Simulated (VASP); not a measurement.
# CSe2 (P1) in VASP: a series of runs

Runs on CSe2. Level: PBE. Tasks: single point.

Program: VASP 6.6.1. These are calculated values, not measurements. Logs are shortened: lines on timing, memory, paths and dates and some standing lists are left out, and cuts for length are marked.

## (1) The cell of the first run

The typed cell holds 6 atoms: a = 4.660 Å, b = 4.660 Å, c = 9.463 Å, α = 90.00°, β = 90.00°, γ = 79.99°.

## (2) Single point, PBE

Input file INCAR:

```
SYSTEM = CSe2
  PREC = Accurate
  ENCUT = 600
  EDIFF = 1E-6
  ISMEAR = -1
  SIGMA = 0.01
  LREAL = .False.
  LASPH = .True.
  NELM = 120
  ALGO = Normal
  ISIF = 2
  LWAVE = .False.
  LCHARG = .False.
  GGA = PE
  NBANDS = 25
  GGA_COMPAT = .False.
```

Input file KPOINTS:

```
Automatic mesh
0
Gamma
  4 4 2
  0 0 0
```

Input file POSCAR:

```
CSe2
1.0
    3.5697670000     -2.9947800000      0.0000000000
    3.5697670000      2.9947800000      0.0000000000
    0.0000000000      0.0000000000      9.4626520000
Se C
4 2
Direct
    0.2168650000      0.7852020000      0.8852330000
    0.7928090000      0.2097190000      0.1174770000
    0.2985130000      0.7213870000      0.3765090000
    0.7152940000      0.2823980000      0.6191460000
    0.0018200000     -0.0153670000     -0.0006670000
    0.4967520000      0.5048400000      0.4934080000
```

Potentials or basis: VASP PAW PBE potentials, release 64 (Se, C).

Launch:

```
cat potpaw_PBE.64/Se/POTCAR potpaw_PBE.64/C/POTCAR > POTCAR
mpirun -np 1 vasp_std > vasp.out
```

OUTCAR:

```text
SYSTEM = CSe2
   PREC = Accurate
   ENCUT = 600
   EDIFF = 1E-6
   ISMEAR = -1
   LREAL = .False.
   LASPH = .True.
   NELM = 120
   ISIF = 2
   GGA = PE

 ion  position               nearest neighbor table
   1  0.217  0.785  0.885-   5 1.65
   2  0.793  0.210  0.117-   5 1.72
   3  0.299  0.721  0.377-   6 1.66
   4  0.715  0.282  0.619-   6 1.78
   5  0.002  0.985  0.999-   1 1.65   2 1.72
   6  0.497  0.505  0.493-   3 1.66   4 1.78

  LATTYP: Found a base centered orthorhombic cell.
 ALAT       =     5.9895600000
 B/A-ratio  =     1.1919964071
 C/A-ratio  =     1.5798576189

  Lattice vectors:

 A1 = (  -3.5697670000,  -2.9947800000,   0.0000000000)
 A2 = (   3.5697670000,  -2.9947800000,   0.0000000000)
 A3 = (   0.0000000000,   0.0000000000,   9.4626520000)

Analysis of symmetry for initial positions (statically):
=====================================================================
 Subroutine PRICEL returns:
 Original cell was already a primitive cell.

 Routine SETGRP: Setting up the symmetry group for a
 base centered orthorhombic supercell.

 Subroutine GETGRP returns: Found  1 space group operations
 (whereof  1 operations were pure point group operations)
 out of a pool of  8 trial point group operations.

The static configuration has the point symmetry C_1 .

Analysis of symmetry for dynamics (positions and initial velocities):
=====================================================================
 Subroutine PRICEL returns:
 Original cell was already a primitive cell.

 Routine SETGRP: Setting up the symmetry group for a
 base centered orthorhombic supercell.

 Subroutine GETGRP returns: Found  1 space group operations
 (whereof  1 operations were pure point group operations)
 out of a pool of  8 trial point group operations.

The dynamic configuration has the point symmetry C_1 .

 Subroutine INISYM returns: Found  1 space group operations
 (whereof  1 operations are pure point group operations),
 and found     1 'primitive' translations

----------------------------------------------------------------------------------------

                                     Primitive cell

  volume of cell :     202.3241

  direct lattice vectors                    reciprocal lattice vectors
     3.569767000 -2.994780000  0.000000000     0.140065164 -0.166957172  0.000000000
     3.569767000  2.994780000  0.000000000     0.140065164  0.166957172  0.000000000
     0.000000000  0.000000000  9.462652000     0.000000000  0.000000000  0.105678619

  length of vectors
     4.659607675  4.659607675  9.462652000     0.217928767  0.217928767  0.105678619

  position of ions in fractional coordinates (direct lattice)
     0.216865000  0.785202000  0.885233000
     0.792809000  0.209719000  0.117477000
     0.298513000  0.721387000  0.376509000
     0.715294000  0.282398000  0.619146000
     0.001820000  0.984633000  0.999333000
     0.496752000  0.504840000  0.493408000

  ion indices of the primitive-cell ions
   primitive index   ion index
                 1           1
                 2           2
                 3           3
                 4           4
                 5           5
                 6           6

----------------------------------------------------------------------------------------

 KPOINTS: Automatic mesh

Automatic generation of k-mesh.
 Grid dimensions read from file:
 generate k-points for:    4    4    2

 Generating k-lattice:

  Cartesian coordinates                     Fractional coordinates (reciprocal lattice)
     0.035016291 -0.041739293  0.000000000     0.250000000  0.000000000  0.000000000
     0.035016291  0.041739293  0.000000000     0.000000000  0.250000000  0.000000000
     0.000000000  0.000000000  0.052839310     0.000000000  0.000000000  0.500000000

  Length of vectors
     0.054482192  0.054482192  0.052839310

  Shift w.r.t. Gamma in fractional coordinates (k-lattice)
     0.000000000  0.000000000  0.000000000

 Subroutine IBZKPT returns following result:
 ===========================================

 Found     20 irreducible k-points:

 Following reciprocal coordinates:
            Coordinates               Weight
  0.000000  0.000000  0.000000      1.000000
  0.250000  0.000000  0.000000      2.000000
  0.000000 -0.250000  0.000000      2.000000
  0.500000  0.000000  0.000000      1.000000
  0.000000  0.500000  0.000000      1.000000
  0.250000  0.250000  0.000000      2.000000
[... 12 lines left out ...]
 -0.250000  0.250000  0.500000      2.000000
  0.500000  0.500000  0.500000      1.000000
   k-points           NKPTS =     20   k-points in BZ     NKDIM =     20   number of bands    NBANDS=     25
   number of dos      NEDOS =    301   number of ions     NIONS =      6
   total plane-waves  NPLWV = 128000
   dimension x,y,z NGX =    40 NGY =   40 NGZ =   80
   dimension x,y,z NGXF=    80 NGYF=   80 NGZF=  160
   ions per type =               4   2
   NGX,Y,Z   is equivalent  to a cutoff of  14.27, 14.27, 14.05 a.u.
   NGXF,Y,Z  is equivalent  to a cutoff of  28.54, 28.54, 28.11 a.u.
 SYSTEM =  CSe2
   PREC   = accura    normal or accurate (medium, high low for compatibility)
   ISTART =      0    job   : 0-new  1-cont  2-samecut
   ICHARG =      2    charge: 1-file 2-atom 10-const
   ISPIN  =      1    spin polarized calculation?
   LNONCOLLINEAR =      F non collinear calculations
   LSORBIT =      F    spin-orbit coupling
   LASPH  =      T    aspherical Exc in radial PAW
   ENCUT  =  600.0 eV  44.10 Ry    6.64 a.u.   9.31  9.31 18.90*2*pi/ulx,y,z
   NELM   =    120;   NELMIN=  2; NELMDL= -5     # of ELM steps
   EDIFF  = 0.1E-05   stopping-criterion for ELM
   LREAL  =      F    real-space projection
[... 7 lines left out ...]
   TEBEG  =    0.0;   TEEND  =   0.0 temperature during run
   PSTRESS=    0.0 pullay stress
   NELECT =      32.0000    total number of electrons
   NUPDOWN=      -1.0000    fix difference up-down
   EMIN   =  10.00;   EMAX   =-10.00  energy-range for DOS
   EFERMI =   0.00;   METHOD = LEGACY
   ISMEAR =    -1;   SIGMA  =   0.01  broadening in eV -4-tet -1-fermi 0-gaus
   EFERMI_NEDOS =   21; number of points for ismear=-14 and -15
   IALGO  =     38    algorithm
   IMIX   =      4    mixing-type and parameters
     AMIX     =   0.40;   BMIX     =  1.00
     AMIX_MAG =   1.60;   BMIX_MAG =  1.00
  volume/ion in A,a.u.               =      33.72       227.56
  Fermi-wavevector in a.u.,A,eV,Ry     =   0.885338  1.673046 10.664556  0.783823
  Thomas-Fermi vector in A             =   2.006358
   LORBIT       =      0    0 simple, 1 ext, 2 COOP (PROOUT), +10 PAW based schemes
   GGA     = PE    functional components
   LHFCALC =     F    Hartree Fock is set to
   AEXX    =    0.0000 exact exchange contribution
   IVDW    =     0    specifies the selected vdW correction
   LEPSILON=     F    determine dielectric tensor
   LRPA    =     F    only Hartree local field effects (RPA)
 non-spin polarized calculation
  energy-cutoff  :      600.00
  volume of cell :      202.32
 maximum number of plane-waves:      6770
 NGX is ok and might be reduce to    40
   NGX = 19   NGY = 19   NGZ = 37

 number of electron      31.9999999 magnetization

 Free energy of the ion-electron system (eV)
  ---------------------------------------------------
  ext. energy  EPLUGINS =         0.00000000
  ---------------------------------------------------
  free energy    TOTEN  =       -28.28018453 eV

  energy without entropy =      -28.28018453  energy(sigma->0) =      -28.28018453

 E-fermi :  -0.6973     XC(G=0):  -7.0096

 val. band max:       -0.9293906633   @ k =   0.5000   0.5000   0.0000
 cond. band min:       1.4381278772   @ k =   0.0000   0.0000   0.0000
 fundamental gap:      2.3675185405
 Fermi energy:        -0.6972910796

 k-point     1 :       0.0000    0.0000    0.0000
  band No.  band energies     occupation
      1     -15.9496      2.00000
      2     -15.7023      2.00000
      3     -13.8765      2.00000
      4     -13.6025      2.00000
      5      -8.0793      2.00000
      6      -7.8057      2.00000
[... 17 lines left out ...]
     24       5.9704      0.00000
     25       6.5954      0.00000

 k-point     2 :       0.2500    0.0000    0.0000
  band No.  band energies     occupation
      1     -15.9099      2.00000
      2     -15.6747      2.00000
      3     -13.8907      2.00000
      4     -13.6306      2.00000
      5      -8.0493      2.00000
      6      -7.8224      2.00000
[... 17 lines left out ...]
     24       5.6064      0.00000
     25       6.6756      0.00000

 k-point     3 :       0.0000   -0.2500    0.0000
  band No.  band energies     occupation
      1     -15.9101      2.00000
      2     -15.6710      2.00000
      3     -13.8907      2.00000
      4     -13.6355      2.00000
      5      -8.0544      2.00000
      6      -7.8240      2.00000
[... 17 lines left out ...]
     24       5.5566      0.00000
     25       6.6565      0.00000

 k-point     4 :       0.5000    0.0000    0.0000
  band No.  band energies     occupation
      1     -15.8682      2.00000
      2     -15.6466      2.00000
      3     -13.9078      2.00000
      4     -13.6590      2.00000
      5      -7.9780      2.00000
      6      -7.8766      2.00000
[... 17 lines left out ...]
     24       5.8673      0.00000
     25       6.5305      0.00000

 k-point     5 :       0.0000    0.5000    0.0000
  band No.  band energies     occupation
      1     -15.8687      2.00000
      2     -15.6388      2.00000
      3     -13.9073      2.00000
      4     -13.6694      2.00000
      5      -7.9918      2.00000
      6      -7.8756      2.00000
[... 17 lines left out ...]
     24       5.7805      0.00000
     25       6.5550      0.00000

 k-point     6 :       0.2500    0.2500    0.0000
  band No.  band energies     occupation
      1     -15.8932      2.00000
      2     -15.6536      2.00000
      3     -13.8789      2.00000
      4     -13.6191      2.00000
      5      -8.0655      2.00000
      6      -7.9058      2.00000
[... 17 lines left out ...]
     24       6.3222      0.00000
     25       6.4308      0.00000
[... 281 lines left out ...]
 k-point    17 :       0.5000    0.2500    0.5000
  band No.  band energies     occupation
      1     -15.8507      2.00000
      2     -15.6274      2.00000
      3     -13.8944      2.00000
      4     -13.6469      2.00000
      5      -8.0200      2.00000
      6      -7.9233      2.00000
[... 17 lines left out ...]
     24       6.3084      0.00000
     25       6.8190      0.00000

 k-point    18 :      -0.2500    0.5000    0.5000
  band No.  band energies     occupation
      1     -15.8509      2.00000
      2     -15.6234      2.00000
      3     -13.8941      2.00000
      4     -13.6523      2.00000
      5      -8.0262      2.00000
      6      -7.9229      2.00000
[... 17 lines left out ...]
     24       6.3448      0.00000
     25       6.8017      0.00000

 k-point    19 :      -0.2500    0.2500    0.5000
  band No.  band energies     occupation
      1     -15.8692      2.00000
      2     -15.6437      2.00000
      3     -13.9057      2.00000
      4     -13.6633      2.00000
      5      -7.9741      2.00000
      6      -7.8667      2.00000
[... 17 lines left out ...]
     24       6.3109      0.00000
     25       6.9887      0.00000

 k-point    20 :       0.5000    0.5000    0.5000
  band No.  band energies     occupation
      1     -15.8331      2.00000
      2     -15.6079      2.00000
      3     -13.8810      2.00000
      4     -13.6342      2.00000
      5      -8.0717      2.00000
      6      -7.9786      2.00000
[... 17 lines left out ...]
     24       5.4848      0.00000
     25       7.2339      0.00000

------------------------ aborting loop because EDIFF is reached ----------------------------------------

  FORCE on cell =-STRESS in cart. coord.  units (eV):
  Direction    XX          YY          ZZ          XY          YZ          ZX
  --------------------------------------------------------------------------------------
  -------------------------------------------------------------------------------------
  Total        0.3993709      2.2018492      1.6524640     -0.0510704      2.5629892     -0.1182828
  in kB        3.1625641     17.4361463     13.0856390     -0.4044198     20.2959649     -0.9366654
  external PRESSURE =      11.2281165 kB  Pullay stress =       0.0000000 kB

 VOLUME and BASIS-vectors are now :
 -----------------------------------------------------------------------------
  energy-cutoff  :      600.00
  volume of cell :      202.32
      direct lattice vectors                 reciprocal lattice vectors
     3.569767000 -2.994780000  0.000000000     0.140065164 -0.166957172  0.000000000
     3.569767000  2.994780000  0.000000000     0.140065164  0.166957172  0.000000000
     0.000000000  0.000000000  9.462652000     0.000000000  0.000000000  0.105678619

 POSITION                                       TOTAL-FORCE (eV/Angst)
 -----------------------------------------------------------------------------------
      3.57715      1.70204      8.37665        -0.031813     -1.935196     -1.699522
      3.57879     -1.74623      1.11164        -0.115924     -0.047570      0.001477
      3.64081      1.26641      3.56277        -0.001317      1.119212     -1.005371
      3.56153     -1.29643      5.85876        -0.016517      1.457164     -1.302481
      3.52141      2.94331      9.45634         0.147945      1.987142      1.683984
      3.57545      0.02422      4.66895         0.017627     -2.580752      2.321914
 -----------------------------------------------------------------------------------
    total drift:                               -0.000030      0.000155     -0.000100

  FREE ENERGIE OF THE ION-ELECTRON SYSTEM (eV)
  ---------------------------------------------------
  free  energy   TOTEN  =       -28.2801845339 eV

  energy  without entropy=      -28.2801845339  energy(sigma->0) =      -28.28018453
```

Run time: 3.5 min. Hardware: 1 thread of Intel Xeon 8259CL, shared host; peak memory 0.38 GiB.

Results:

```
Free energy            : -28.2802 eV
Pressure               : 1.1 GPa
Largest force          : 3.472 eV/Å
Band gap on the k mesh : 2.37 eV (least direct gap 2.50 eV)
```

Forces on the atoms (eV/Å):
```
Se  -0.032 -1.935 -1.700
Se  -0.116 -0.048  0.001
Se  -0.001  1.119 -1.005
Se  -0.017  1.457 -1.302
C    0.148  1.987  1.684
C    0.018 -2.581  2.322
```

Stress tensor (GPa, compression positive):
```
 0.32 -0.04 -0.09
-0.04  1.74  2.03
-0.09  2.03  1.31
```

Caveat: this functional lacks dispersion, which holds the molecules together, so the pressure and a relaxed volume are unreliable; forces of over 1 eV/Å act on the atoms, so gaps and moduli don't describe the material at rest.

[end of part 1 of 2]
